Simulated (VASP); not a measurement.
# ZnCd3O4 (P4/mmm) in VASP: settings compared, part 2 of 2

VASP 6.6.1. Earlier steps stand in the parts before.

### Step 3. Single point, PBEsol

INCAR

```
PREC = Accurate ; ENCUT = 600
EDIFF = 1E-6 ; ISMEAR = 0
SIGMA = 0.1 ; LREAL = False
LASPH = True ; NELM = 120
ALGO = Normal ; ISIF = 2
LWAVE = False ; LCHARG = False
GGA = PS ; NBANDS = 46
GGA_COMPAT = False
```

KPOINTS

```
Automatic mesh
0
Gamma
  12 12 4
```

POSCAR

```
ZnCd3O4
1.0
    3.3252980000      0.0000000000      0.0000000000
    0.0000000000      3.3252980000      0.0000000000
    0.0000000000      0.0000000000      9.2687760000
Zn Cd O
1 3 4
Direct
    0.0000000000      0.0000000000      0.0000000000
    0.5000000000      0.5000000000      0.2415340000
    0.0000000000      0.0000000000      0.5000000000
    0.5000000000      0.5000000000      0.7584660000
    0.0000000000      0.0000000000      0.2318760000
    0.5000000000      0.5000000000      0.5000000000
    0.0000000000      0.0000000000      0.7681240000
    0.5000000000      0.5000000000      0.0000000000
```

Potentials or basis: VASP PAW PBE potentials, release 64 (Zn, Cd, O).

Run with:

```bash
$ cat potpaw_PBE.64/Zn/POTCAR potpaw_PBE.64/Cd/POTCAR potpaw_PBE.64/O/POTCAR > POTCAR
$ mpirun -np 1 vasp_std > vasp.out
```

OUTCAR:

```text
PREC = Accurate
   ENCUT = 600
   EDIFF = 1E-6
   ISMEAR = 0
   LREAL = False
   LASPH = True
   NELM = 120
   ISIF = 2
   GGA = PS

 ion  position               nearest neighbor table
   1  0.000  0.000  0.000-   5 2.15   7 2.15   8 2.35   8 2.35   8 2.35   8 2.35   4 3.25   4 3.25
                             2 3.25   4 3.25   2 3.25   2 3.25   4 3.25   2 3.25
   2  0.500  0.500  0.242-   8 2.24   5 2.35   5 2.35   5 2.35   5 2.35   6 2.40   1 3.25   1 3.25
                             1 3.25   1 3.25   3 3.36   3 3.36   3 3.36   3 3.36
   3  0.000  0.000  0.500-   6 2.35   6 2.35   6 2.35   6 2.35   7 2.49   5 2.49   4 3.36   4 3.36
                             2 3.36   4 3.36   2 3.36   2 3.36   4 3.36   2 3.36
   4  0.500  0.500  0.758-   8 2.24   7 2.35   7 2.35   7 2.35   7 2.35   6 2.40   1 3.25   1 3.25
                             1 3.25   1 3.25   3 3.36   3 3.36   3 3.36   3 3.36
   5  0.000  0.000  0.232-   1 2.15   2 2.35   2 2.35   2 2.35   2 2.35   3 2.49
   6  0.500  0.500  0.500-   3 2.35   3 2.35   3 2.35   3 2.35   4 2.40   2 2.40
   7  0.000  0.000  0.768-   1 2.15   4 2.35   4 2.35   4 2.35   4 2.35   3 2.49
   8  0.500  0.500  0.000-   2 2.24   4 2.24   1 2.35   1 2.35   1 2.35   1 2.35

  LATTYP: Found a simple tetragonal cell.
 ALAT       =     3.3252980000
 C/A-ratio  =     2.7873519907

  Lattice vectors:

 A1 = (   3.3252980000,   0.0000000000,   0.0000000000)
 A2 = (   0.0000000000,   3.3252980000,   0.0000000000)
 A3 = (   0.0000000000,   0.0000000000,   9.2687760000)

Analysis of symmetry for initial positions (statically):
=====================================================================
 Subroutine PRICEL returns:
 Original cell was already a primitive cell.

 Routine SETGRP: Setting up the symmetry group for a
 simple tetragonal supercell.

 Subroutine GETGRP returns: Found 16 space group operations
 (whereof 16 operations were pure point group operations)
 out of a pool of 16 trial point group operations.

The static configuration has the point symmetry D_4h.

Analysis of symmetry for dynamics (positions and initial velocities):
=====================================================================
 Subroutine PRICEL returns:
 Original cell was already a primitive cell.

 Routine SETGRP: Setting up the symmetry group for a
 simple tetragonal supercell.

 Subroutine GETGRP returns: Found 16 space group operations
 (whereof 16 operations were pure point group operations)
 out of a pool of 16 trial point group operations.

The dynamic configuration has the point symmetry D_4h.

 Subroutine INISYM returns: Found 16 space group operations
 (whereof 16 operations are pure point group operations),
 and found     1 'primitive' translations

----------------------------------------------------------------------------------------

                                     Primitive cell

  volume of cell :     102.4905

  direct lattice vectors                    reciprocal lattice vectors
     3.325298000  0.000000000  0.000000000     0.300724928  0.000000000  0.000000000
     0.000000000  3.325298000  0.000000000     0.000000000  0.300724928  0.000000000
     0.000000000  0.000000000  9.268776000     0.000000000  0.000000000  0.107889111

  length of vectors
     3.325298000  3.325298000  9.268776000     0.300724928  0.300724928  0.107889111

[... 50 lines left out ...]
  0.083333  0.000000  0.000000      4.000000
  0.166667  0.000000  0.000000      4.000000
  0.250000  0.000000  0.000000      4.000000
  0.333333  0.000000  0.000000      4.000000
  0.416667  0.000000  0.000000      4.000000
[... 16 lines left out ...]
  0.333333  0.333333  0.000000      4.000000
  0.416667  0.333333  0.000000      8.000000
 [... further k-points ...]
   k-points           NKPTS =     84   k-points in BZ     NKDIM =     84   number of bands    NBANDS=     46
   number of dos      NEDOS =    301   number of ions     NIONS =      8
   total plane-waves  NPLWV =  62720
   dimension x,y,z NGX =    28 NGY =   28 NGZ =   80
   dimension x,y,z NGXF=    56 NGYF=   56 NGZF=  160
   ions per type =               1   3   4
   NGX,Y,Z   is equivalent  to a cutoff of  14.00, 14.00, 14.35 a.u.
   NGXF,Y,Z  is equivalent  to a cutoff of  28.00, 28.00, 28.70 a.u.
 SYSTEM =  unknown system
   PREC   = accura    normal or accurate (medium, high low for compatibility)
   ISTART =      0    job   : 0-new  1-cont  2-samecut
   ICHARG =      2    charge: 1-file 2-atom 10-const
   ISPIN  =      1    spin polarized calculation?
   LNONCOLLINEAR =      F non collinear calculations
   LSORBIT =      F    spin-orbit coupling
   LASPH  =      T    aspherical Exc in radial PAW
   ENCUT  =  600.0 eV  44.10 Ry    6.64 a.u.   6.64  6.64 18.51*2*pi/ulx,y,z
   NELM   =    120;   NELMIN=  2; NELMDL= -5     # of ELM steps
   EDIFF  = 0.1E-05   stopping-criterion for ELM
   LREAL  =      F    real-space projection
   EDIFFG = 0.1E-04   stopping-criterion for IOM
   NSW    =      0    number of steps for IOM
   IBRION =     -1    ionic relax: 0-MD 1-quasi-New 2-CG
   NFREE  =      0    steps in history (QN), initial steepest desc. (CG)
   ISIF   =      2    stress and relaxation
   ISYM   =      2    0-nonsym 1-usesym 2-fastsym
   POTIM  = 0.5000    time-step for ionic-motion
   TEBEG  =    0.0;   TEEND  =   0.0 temperature during run
   PSTRESS=    0.0 pullay stress
   NELECT =      72.0000    total number of electrons
   NUPDOWN=      -1.0000    fix difference up-down
   EMIN   =  10.00;   EMAX   =-10.00  energy-range for DOS
   EFERMI =   0.00;   METHOD = LEGACY
   ISMEAR =     0;   SIGMA  =   0.10  broadening in eV -4-tet -1-fermi 0-gaus
   EFERMI_NEDOS =   21; number of points for ismear=-14 and -15
   IALGO  =     38    algorithm
   IMIX   =      4    mixing-type and parameters
     AMIX     =   0.40;   BMIX     =  1.00
     AMIX_MAG =   1.60;   BMIX_MAG =  1.00
  volume/ion in A,a.u.               =      12.81        86.45
  Fermi-wavevector in a.u.,A,eV,Ry     =   1.455318  2.750152 28.816455  2.117950
  Thomas-Fermi vector in A             =   2.572366
   LORBIT       =      0    0 simple, 1 ext, 2 COOP (PROOUT), +10 PAW based schemes
   GGA     = PS    functional components
   LHFCALC =     F    Hartree Fock is set to
   AEXX    =    0.0000 exact exchange contribution
   IVDW    =     0    specifies the selected vdW correction
   LEPSILON=     F    determine dielectric tensor
   LRPA    =     F    only Hartree local field effects (RPA)
 non-spin polarized calculation
 Gauss-broadening in eV      SIGMA  =   0.10
  energy-cutoff  :      600.00
  volume of cell :      102.49
 maximum number of plane-waves:      3454
 NGX is ok and might be reduce to    28
   NGX = 13   NGY = 13   NGZ = 37

 number of electron      72.0000026 magnetization

 Free energy of the ion-electron system (eV)
  ---------------------------------------------------
  ext. energy  EPLUGINS =         0.00000000
  ---------------------------------------------------
  free energy    TOTEN  =       -34.53700243 eV

  energy without entropy =      -34.53455972  energy(sigma->0) =      -34.53578107

 E-fermi :   1.8348     XC(G=0): -11.7972

 val. band max:        1.8123090119   @ k =   0.0000   0.0000   0.2500
 cond. band min:       1.8376300395   @ k =   0.5000   0.0000   0.0000
 fundamental gap:      0.0253210277
 Fermi energy:         1.8348290979

 k-point     1 :       0.0000    0.0000    0.0000
  band No.  band energies     occupation
      1     -15.7172      2.00000
      2     -15.3299      2.00000
      3     -15.2074      2.00000
      4     -14.6829      2.00000
      5      -5.6923      2.00000
      6      -5.3669      2.00000
[... 1165 lines left out ...]
     45      10.6253      0.00000
     46      10.8047      0.00000

 [... further k-points ...]
[... 5 lines left out ...]
  --------------------------------------------------------------------------------------
  -------------------------------------------------------------------------------------
  Total       -3.4605727     -3.4605727     -3.5055510      0.0000000      0.0000000      0.0000000
  in kB      -54.0972310    -54.0972310    -54.8003511      0.0000000      0.0000000      0.0000000
  external PRESSURE =     -54.3316044 kB  Pullay stress =       0.0000000 kB

 VOLUME and BASIS-vectors are now :
 -----------------------------------------------------------------------------
  energy-cutoff  :      600.00
  volume of cell :      102.49
      direct lattice vectors                 reciprocal lattice vectors
     3.325298000  0.000000000  0.000000000     0.300724928  0.000000000  0.000000000
     0.000000000  3.325298000  0.000000000     0.000000000  0.300724928  0.000000000
     0.000000000  0.000000000  9.268776000     0.000000000  0.000000000  0.107889111

 POSITION                                       TOTAL-FORCE (eV/Angst)
 -----------------------------------------------------------------------------------
      0.00000      0.00000      0.00000        -0.000000      0.000000      0.000000
      1.66265      1.66265      2.23872        -0.000000      0.000000      0.002523
      0.00000      0.00000      4.63439        -0.000000      0.000000      0.000000
      1.66265      1.66265      7.03005        -0.000000     -0.000000     -0.002523
      0.00000      0.00000      2.14921         0.000000      0.000000     -0.025997
      1.66265      1.66265      4.63439        -0.000000      0.000000      0.000000
      0.00000      0.00000      7.11957        -0.000000      0.000000      0.025997
      1.66265      1.66265      0.00000        -0.000000      0.000000      0.000000
 -----------------------------------------------------------------------------------
    total drift:                               -0.000000      0.000000     -0.000000

  FREE ENERGIE OF THE ION-ELECTRON SYSTEM (eV)
  ---------------------------------------------------
  free  energy   TOTEN  =       -34.5370024257 eV

  energy  without entropy=      -34.5345597214  energy(sigma->0) =      -34.53578107
```

Wall time 13 min (1 thread of Intel Xeon 8259CL, shared host); peak memory 0.53 GiB.

Results:

| Property | Result |
| --- | --- |
| Free energy | -34.5370 eV |
| Pressure | -5.4 GPa |
| Largest force | 0.026 eV/Å |
| Band gap on the k mesh | zero (bands 36 and 37 overlap by 0.75 eV) |

Forces in eV/Å, atoms in the order of the input:
```
Zn   0.000  0.000  0.000
Cd   0.000  0.000  0.003
Cd   0.000  0.000  0.000
Cd   0.000  0.000 -0.003
O    0.000  0.000 -0.026
O    0.000  0.000  0.000
O    0.000  0.000  0.026
O    0.000  0.000  0.000
```

Caveat: the cell stands under tension; semilocal functionals underestimate gaps, so a narrow gap can read as zero; the PAW data sets were made with another functional, which shifts forces and pressure a little.
